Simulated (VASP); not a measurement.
# AlN (P6_3mc) in VASP: further runs

Runs on AlN. Level: r2SCAN. Tasks: single point.

Program: VASP 6.6.1. These are calculated values, not measurements. Logs are shortened: lines on timing, memory, paths and dates and some standing lists are left out, and cuts for length are marked.

**The experiment to reproduce.**

From “Self-assembly of well-separated AlN nanowires directly on sputtered metallic TiN films”, 2019, arxiv:1910.07391, for a bulk crystal of AlN at 10 K: band gap 6.034 eV (an exciton energy, a little under the gap).

The runs below are set against these values where they give the same quantity.

### 1 The cell of the first run

Symmetry: P6_3mc, No. 186, hexagonal system. Conventional cell: a = 3.107 Å, b = 3.107 Å, c = 4.978 Å, α = 90.00°, β = 90.00°, γ = 120.00°. Al (site symmetry 3m) has 4 N at 1.89 to 1.90 Å within 2.5 Å. N (site symmetry 3m) has 4 Al at 1.89 to 1.90 Å within 2.5 Å.

### 2 Single point, r2SCAN

Input file POSCAR:

```
AlN
1.0
    3.1066653462      0.0000000000      0.0000000000
   -1.5533326731      2.6904511108      0.0000000000
    0.0000000000      0.0000000000      4.9784048411
Al N
2 2
Direct
    0.3333333333      0.6666666667      0.0016929020
    0.6666666667      0.3333333333      0.5016929020
    0.3333333333      0.6666666667      0.3833070980
    0.6666666667      0.3333333333      0.8833070980
```

Input file INCAR.step1:

```
SYSTEM = AlN
PREC = Accurate
ENCUT = 520
ISMEAR = 0
SIGMA = 0.02
LREAL = .False.
LASPH = .True.
NELM = 100
NBANDS = 16
GGA = PE
ALGO = Normal
EDIFF = 1E-4
LWAVE = .True.
LCHARG = .False.
```

Input file INCAR.step2:

```
SYSTEM = AlN
PREC = Accurate
ENCUT = 520
EDIFF = 1E-6
ISMEAR = 0
SIGMA = 0.02
LREAL = .False.
LASPH = .True.
NELM = 100
ALGO = Normal
ISIF = 2
LWAVE = .False.
LCHARG = .False.
METAGGA = R2SCAN
LMIXTAU = .True.
NBANDS = 16
ISTART = 1
```

Input file KPOINTS:

```
regular mesh
0
Gamma
  12 12 6
  0 0 0
```

Potentials or basis: VASP PAW PBE potentials, release 64 (Al, N).

Started as:

```
$ cat potpaw_PBE.64/Al/POTCAR potpaw_PBE.64/N/POTCAR > POTCAR
$ cp INCAR.step1 INCAR
$ mpirun -np 1 vasp_std > vasp.out
$ cp INCAR.step2 INCAR
$ mpirun -np 1 vasp_std > vasp.out
```

OUTCAR:

```text
SYSTEM = AlN
   PREC = Accurate
   ENCUT = 520
   EDIFF = 1E-6
   ISMEAR = 0
   LREAL = .False.
   LASPH = .True.
   NELM = 100
   ISIF = 2
   METAGGA = R2SCAN
   ISTART = 1

 ion  position               nearest neighbor table
   1  0.333  0.667  0.002-   4 1.89   4 1.89   4 1.89   3 1.90   2 3.07   2 3.07   2 3.07   2 3.07
                             2 3.07   2 3.07
   2  0.667  0.333  0.502-   3 1.89   3 1.89   3 1.89   4 1.90   1 3.07   1 3.07   1 3.07   1 3.07
                             1 3.07   1 3.07
   3  0.333  0.667  0.383-   2 1.89   2 1.89   2 1.89   1 1.90
   4  0.667  0.333  0.883-   1 1.89   1 1.89   1 1.89   2 1.90

  LATTYP: Found a hexagonal cell.
 ALAT       =     3.1066653462
 C/A-ratio  =     1.6024915098

  Lattice vectors:

 A1 = (   3.1066653462,   0.0000000000,   0.0000000000)
 A2 = (  -1.5533326731,   2.6904511108,   0.0000000000)
 A3 = (   0.0000000000,   0.0000000000,   4.9784048411)

Analysis of symmetry for initial positions (statically):
=====================================================================
 Subroutine PRICEL returns:
 Original cell was already a primitive cell.

 Routine SETGRP: Setting up the symmetry group for a
 hexagonal supercell.

 Subroutine GETGRP returns: Found 12 space group operations
 (whereof  6 operations were pure point group operations)
 out of a pool of 24 trial point group operations.

The static configuration has the point symmetry C_3v.
 The point group associated with its full space group is C_6v.

Analysis of symmetry for dynamics (positions and initial velocities):
=====================================================================
 Subroutine PRICEL returns:
 Original cell was already a primitive cell.

 Routine SETGRP: Setting up the symmetry group for a
 hexagonal supercell.

 Subroutine GETGRP returns: Found 12 space group operations
 (whereof  6 operations were pure point group operations)
 out of a pool of 24 trial point group operations.

The dynamic configuration has the point symmetry C_3v.
 The point group associated with its full space group is C_6v.

 Subroutine INISYM returns: Found 12 space group operations
 (whereof  6 operations are pure point group operations),
 and found     1 'primitive' translations

----------------------------------------------------------------------------------------

                                     Primitive cell

  volume of cell :      41.6112

  direct lattice vectors                    reciprocal lattice vectors
     3.106665346  0.000000000  0.000000000     0.321888549  0.185842440  0.000000000
    -1.553332673  2.690451111  0.000000000     0.000000000  0.371684881  0.000000000
     0.000000000  0.000000000  4.978404841     0.000000000  0.000000000  0.200867553

  length of vectors
     3.106665346  3.106665346  4.978404841     0.371684881  0.371684881  0.200867553

  position of ions in fractional coordinates (direct lattice)
     0.333333333  0.666666667  0.001692902
     0.666666667  0.333333333  0.501692902
     0.333333333  0.666666667  0.383307098
     0.666666667  0.333333333  0.883307098

  ion indices of the primitive-cell ions
   primitive index   ion index
                 1           1
                 2           2
                 3           3
                 4           4

----------------------------------------------------------------------------------------

 KPOINTS: regular mesh

Automatic generation of k-mesh.
 Grid dimensions read from file:
 generate k-points for:   12   12    6

 Generating k-lattice:

  Cartesian coordinates                     Fractional coordinates (reciprocal lattice)
     0.026824046  0.015486870  0.000000000     0.083333333  0.000000000  0.000000000
     0.000000000  0.030973740  0.000000000     0.000000000  0.083333333  0.000000000
     0.000000000  0.000000000  0.033477926     0.000000000  0.000000000  0.166666667

  Length of vectors
     0.030973740  0.030973740  0.033477926

  Shift w.r.t. Gamma in fractional coordinates (k-lattice)
     0.000000000  0.000000000  0.000000000

 Subroutine IBZKPT returns following result:
 ===========================================

 Found     76 irreducible k-points:

 Following reciprocal coordinates:
            Coordinates               Weight
  0.000000  0.000000  0.000000      1.000000
  0.083333 -0.000000  0.000000      6.000000
  0.166667  0.000000  0.000000      6.000000
  0.250000 -0.000000  0.000000      6.000000
  0.333333 -0.000000  0.000000      6.000000
  0.416667 -0.000000  0.000000      6.000000
[... 16 lines left out ...]
  0.250000 -0.000000  0.166667     12.000000
  0.333333 -0.000000  0.166667     12.000000
 [... further k-points ...]
   k-points           NKPTS =     76   k-points in BZ     NKDIM =     76   number of bands    NBANDS=     16
   number of dos      NEDOS =    301   number of ions     NIONS =      4
   total plane-waves  NPLWV =  23040
   dimension x,y,z NGX =    24 NGY =   24 NGZ =   40
   dimension x,y,z NGXF=    48 NGYF=   48 NGZF=   80
   ions per type =               2   2
   NGX,Y,Z   is equivalent  to a cutoff of  12.84, 12.84, 13.36 a.u.
   NGXF,Y,Z  is equivalent  to a cutoff of  25.69, 25.69, 26.71 a.u.
 SYSTEM =  AlN
   PREC   = accura    normal or accurate (medium, high low for compatibility)
   ISTART =      1    job   : 0-new  1-cont  2-samecut
   ICHARG =      0    charge: 1-file 2-atom 10-const
   ISPIN  =      1    spin polarized calculation?
   LNONCOLLINEAR =      F non collinear calculations
   LSORBIT =      F    spin-orbit coupling
   LASPH  =      T    aspherical Exc in radial PAW
   ENCUT  =  520.0 eV  38.22 Ry    6.18 a.u.   5.78  5.78  9.26*2*pi/ulx,y,z
   NELM   =    100;   NELMIN=  2; NELMDL=  0     # of ELM steps
   EDIFF  = 0.1E-05   stopping-criterion for ELM
   LREAL  =      F    real-space projection
   EDIFFG = 0.1E-04   stopping-criterion for IOM
   NSW    =      0    number of steps for IOM
   IBRION =     -1    ionic relax: 0-MD 1-quasi-New 2-CG
   NFREE  =      0    steps in history (QN), initial steepest desc. (CG)
   ISIF   =      2    stress and relaxation
   ISYM   =      2    0-nonsym 1-usesym 2-fastsym
   POTIM  = 0.5000    time-step for ionic-motion
   TEBEG  =    0.0;   TEEND  =   0.0 temperature during run
   PSTRESS=    0.0 pullay stress
   NELECT =      16.0000    total number of electrons
   NUPDOWN=      -1.0000    fix difference up-down
   EMIN   =  10.00;   EMAX   =-10.00  energy-range for DOS
   EFERMI =   0.00;   METHOD = LEGACY
   ISMEAR =     0;   SIGMA  =   0.02  broadening in eV -4-tet -1-fermi 0-gaus
   EFERMI_NEDOS =   21; number of points for ismear=-14 and -15
   IALGO  =     38    algorithm
   IMIX   =      4    mixing-type and parameters
     AMIX     =   0.40;   BMIX     =  1.00
     AMIX_MAG =   1.60;   BMIX_MAG =  1.00
  volume/ion in A,a.u.               =      10.40        70.20
  Fermi-wavevector in a.u.,A,eV,Ry     =   1.190451  2.249626 19.281821  1.417174
  Thomas-Fermi vector in A             =   2.326535
   LORBIT       =      0    0 simple, 1 ext, 2 COOP (PROOUT), +10 PAW based schemes
   METAGGA = R2SCAN    functional components
   LHFCALC =     F    Hartree Fock is set to
   AEXX    =    0.0000 exact exchange contribution
   IVDW    =     0    specifies the selected vdW correction
   LEPSILON=     F    determine dielectric tensor
   LRPA    =     F    only Hartree local field effects (RPA)
 non-spin polarized calculation
 Gauss-broadening in eV      SIGMA  =   0.02
  energy-cutoff  :      520.00
  volume of cell :       41.61
 maximum number of plane-waves:      1140
 NGX is ok and might be reduce to    24
   NGX = 11   NGY = 11   NGZ = 19

 number of electron      15.9999997 magnetization

 Free energy of the ion-electron system (eV)
  ---------------------------------------------------
  ext. energy  EPLUGINS =         0.00000000
  ---------------------------------------------------
  free energy    TOTEN  =       -38.45629060 eV

  energy without entropy =      -38.45629060  energy(sigma->0) =      -38.45629060

 E-fermi :   6.0403     XC(G=0): -11.4168

 val. band max:        5.9188919015   @ k =   0.0000   0.0000   0.0000
 cond. band min:      10.8392386717   @ k =   0.0000   0.0000   0.0000
 fundamental gap:      4.9203467702
 Fermi energy:         6.0402519115

 k-point     1 :       0.0000    0.0000    0.0000
  band No.  band energies     occupation
      1     -10.0622      2.00000
      2      -7.9401      2.00000
      3      -0.1508      2.00000
      4       5.0339      2.00000
      5       5.0339      2.00000
      6       5.6947      2.00000
[... 8 lines left out ...]
     15      20.0425      0.00000
     16      20.0425      0.00000

 k-point     2 :       0.0833   -0.0000    0.0000
  band No.  band energies     occupation
      1      -9.9729      2.00000
      2      -7.8901      2.00000
      3      -0.0430      2.00000
      4       4.6243      2.00000
      5       4.9148      2.00000
      6       5.2909      2.00000
[... 8 lines left out ...]
     15      20.1030      0.00000
     16      20.1053      0.00000

 k-point     3 :       0.1667    0.0000    0.0000
  band No.  band energies     occupation
      1      -9.7134      2.00000
      2      -7.7537      2.00000
      3       0.2744      2.00000
      4       3.6158      2.00000
      5       4.4122      2.00000
      6       4.6348      2.00000
[... 8 lines left out ...]
     15      19.3001      0.00000
     16      19.5753      0.00000

 k-point     4 :       0.2500   -0.0000    0.0000
  band No.  band energies     occupation
      1      -9.3112      2.00000
      2      -7.5743      2.00000
      3       0.7818      2.00000
      4       2.4287      2.00000
      5       3.4309      2.00000
      6       4.3128      2.00000
[... 8 lines left out ...]
     15      19.0736      0.00000
     16      20.1977      0.00000
[... 324 lines left out ...]
 k-point    22 :       0.1667    0.0000    0.1667
  band No.  band energies     occupation
      1      -9.6116      2.00000
      2      -7.9307      2.00000
      3       0.5734      2.00000
      4       3.6840      2.00000
      5       4.1774      2.00000
      6       4.6932      2.00000
[... 8 lines left out ...]
     15      19.4486      0.00000
     16      19.7805      0.00000

 k-point    23 :       0.2500   -0.0000    0.1667
  band No.  band energies     occupation
      1      -9.2171      2.00000
      2      -7.7224      2.00000
      3       0.9244      2.00000
      4       2.5934      2.00000
      5       3.2500      2.00000
      6       4.3807      2.00000
[... 8 lines left out ...]
     15      19.3423      0.00000
     16      20.2739      0.00000

 k-point    24 :       0.3333   -0.0000    0.1667
  band No.  band energies     occupation
      1      -8.7399      2.00000
      2      -7.5337      2.00000
      3       0.9533      2.00000
      4       1.9317      2.00000
      5       2.5415      2.00000
      6       4.1071      2.00000
[... 8 lines left out ...]
     15      19.4239      0.00000
     16      21.3280      0.00000

 [... further k-points ...]
[... 5 lines left out ...]
  --------------------------------------------------------------------------------------
  -------------------------------------------------------------------------------------
  Total       -0.1005210     -0.1005210     -0.0991552      0.0000000      0.0000000      0.0000000
  in kB       -3.8704140     -3.8704140     -3.8178258      0.0000000      0.0000000      0.0000000
  external PRESSURE =      -3.8528846 kB  Pullay stress =       0.0000000 kB

 VOLUME and BASIS-vectors are now :
 -----------------------------------------------------------------------------
  energy-cutoff  :      520.00
  volume of cell :       41.61
      direct lattice vectors                 reciprocal lattice vectors
     3.106665346  0.000000000  0.000000000     0.321888549  0.185842440  0.000000000
    -1.553332673  2.690451111  0.000000000     0.000000000  0.371684881  0.000000000
     0.000000000  0.000000000  4.978404841     0.000000000  0.000000000  0.200867553

 POSITION                                       TOTAL-FORCE (eV/Angst)
 -----------------------------------------------------------------------------------
     -0.00000      1.79363      0.00843        -0.000000      0.000000      0.000357
      1.55333      0.89682      2.49763         0.000000      0.000000      0.000357
     -0.00000      1.79363      1.90826        -0.000000     -0.000000     -0.000357
      1.55333      0.89682      4.39746        -0.000000     -0.000000     -0.000357
 -----------------------------------------------------------------------------------
    total drift:                               -0.000000      0.000000     -0.000613

  FREE ENERGIE OF THE ION-ELECTRON SYSTEM (eV)
  ---------------------------------------------------
  free  energy   TOTEN  =       -38.4562905993 eV

  energy  without entropy=      -38.4562905993  energy(sigma->0) =      -38.45629060
```

Wall time 61 s (1 thread of Intel Xeon 6975P-C (Granite Rapids), shared host); peak memory 0.18 GiB.

Results:

| Property | Result |
| --- | --- |
| Free energy | -38.4563 eV |
| Pressure | -0.4 GPa |
| Band gap on the k mesh | 4.92 eV, direct |

Caveat: the PAW data sets were made with another functional, which shifts forces and pressure a little.

### 3 Single point, r2SCAN

This run uses another cell than the first one, of 10.43 Å³/atom, 1.003 times its volume.

Input file POSCAR:

```
AlN
1.0
    3.1110021516      0.0000000000      0.0000000000
   -1.5555010758      2.6942068945      0.0000000000
    0.0000000000      0.0000000000      4.9780000000
Al N
2 2
Direct
    0.3333333333      0.6666666667      0.0000000000
    0.6666666667      0.3333333333      0.5000000000
    0.3333333333      0.6666666667      0.3850000000
    0.6666666667      0.3333333333      0.8850000000
```

Input file INCAR.step1:

```
SYSTEM = AlN
PREC     = Accurate       ! precision mode
ENCUT    = 520            ! plane-wave cutoff, eV
ISMEAR   = 0              ! smearing method
SIGMA    = 0.1            ! smearing width, eV
LREAL    = .FALSE.        ! projectors in reciprocal space
LASPH    = .TRUE.         ! aspherical terms in the spheres
NELM     = 60             ! most SCF steps
NBANDS   = 16             ! bands
GGA      = PE             ! functional
ALGO     = Normal         ! electronic algorithm
EDIFF    = 1E-4           ! SCF threshold, eV
LWAVE    = .TRUE.         ! write WAVECAR
LCHARG   = .FALSE.        ! write CHGCAR
```

Input file INCAR.step2:

```
SYSTEM = AlN
PREC     = Accurate       ! precision mode
ENCUT    = 520            ! plane-wave cutoff, eV
EDIFF    = 1E-6           ! SCF threshold, eV
ISMEAR   = 0              ! smearing method
SIGMA    = 0.1            ! smearing width, eV
LREAL    = .FALSE.        ! projectors in reciprocal space
LASPH    = .TRUE.         ! aspherical terms in the spheres
NELM     = 60             ! most SCF steps
ALGO     = Normal         ! electronic algorithm
ISIF     = 2              ! what is computed and relaxed
LWAVE    = .FALSE.        ! write WAVECAR
LCHARG   = .FALSE.        ! write CHGCAR
METAGGA  = R2SCAN         ! meta-GGA
LMIXTAU  = .TRUE.       
NBANDS   = 16             ! bands
ISTART   = 1
```

Input file KPOINTS:

```
Automatic mesh
0
G
  6 6 4
  0 0 0
```

Potentials or basis: VASP PAW PBE potentials, release 64 (Al, N).

Started as:

```
$ cat potpaw_PBE.64/Al/POTCAR potpaw_PBE.64/N/POTCAR > POTCAR
$ cp INCAR.step1 INCAR
$ mpirun -np 1 vasp_std > vasp.out
$ cp INCAR.step2 INCAR
$ mpirun -np 1 vasp_std > vasp.out
```

Wall time 38 s (1 thread of Intel Xeon Platinum 8259CL at 2.50GHz (Skylake/Cascade Lake), shared host); peak memory 0.16 GiB.

It converged, with:

* Free energy: -38.4517 eV
* Pressure: -1.0 GPa
* Largest force: 0.195 eV/Å
* Band gap on the k mesh: 4.84 eV, direct

Forces on the atoms (eV/Å):
```
Al   0.000  0.000  0.195
Al   0.000  0.000  0.195
N    0.000  0.000 -0.195
N    0.000  0.000 -0.195
```

Stress tensor (GPa, compression positive):
```
-0.48  0.00  0.00
 0.00 -0.48  0.00
 0.00  0.00 -2.04
```

Levels at points of the mesh, in eV from the valence-band top:
```tsv
k point	band 4	band 5	band 6	band 7	band 8	band 9	band 10	band 11	band 12	band 13
(0.00, 0.00, 0.00)	-0.98	-0.98	-0.31	-0.31	0.00	4.84	7.45	11.58	11.94	11.94
(0.50, 0.00, 0.00)	-4.28	-3.42	-2.22	-1.79	-0.79	6.42	6.50	8.96	11.17	11.66
(0.00, 0.00, 0.50)	-3.40	-0.65	-0.65	-0.65	-0.65	7.19	7.19	11.24	11.24	12.26
(0.50, 0.00, 0.50)	-5.72	-1.58	-1.58	-1.42	-1.42	5.95	5.95	10.04	10.04	12.85
```

Caveat: the PAW data sets were made with another functional, which shifts forces and pressure a little.

### 4 Against experiment

Step 2. Measured gap of AlN: 6.034 eV (an exciton energy, a little under the gap; 10 K; quoted in “Self-assembly of well-separated AlN nanowires directly on sputtered metallic TiN films”, 2019, arxiv:1910.07391). This calculation gives 4.92 eV (-1.11 eV). 2 values of this kind are on record (6.034 to 6.0343 eV); this one was drawn at random. The value is that of r2SCAN on a finite k mesh, which can miss the band edges, without temperature or zero-point motion.

Step 3. Measured gap of AlN: 6.034 eV (an exciton energy, a little under the gap; 10 K; quoted in “Self-assembly of well-separated AlN nanowires directly on sputtered metallic TiN films”, 2019, arxiv:1910.07391). This calculation gives 4.84 eV (-1.20 eV). 2 values of this kind are on record (6.034 to 6.0343 eV); this one was drawn at random. The value is that of r2SCAN, without temperature or zero-point motion.
